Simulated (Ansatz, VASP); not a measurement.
**W in VASP and in Ansatz**

```xyz
1
Lattice="-1.5679 1.5679 1.5679 1.5679 -1.5679 1.5679 1.5679 1.5679 -1.5679" Properties=species:S:1:pos:R:3 pbc="T T T"
W     0.0000    0.0000    0.0000
```

Alike in both runs: functional LDA; k mesh 18 × 18 × 18; occupations fermi-dirac, width 0.05 eV; no spin polarisation.

Ansatz relaxed the structure, and its values are those at the end. VASP's run is a single point on that final structure, the one shown.

```csv
,VASP,Ansatz
version,VASP 6.6.1,Ansatz 0.2.0
potentials or method,"VASP PAW LDA potentials, release 64 (W_sv)","PAW with Ansatz's default frozen-core files, scalar-relativistic"
plane-wave cutoff (eV),520,420
valence electrons in the cell,14,14
```

```csv
,VASP,Ansatz,Ansatz less VASP
pressure (GPa),2.0,0.0,-1.96
```

LDA's correlation is that of Perdew and Zunger in VASP and of Perdew and Wang (1992) in Ansatz.

Spin-orbit coupling is off throughout.
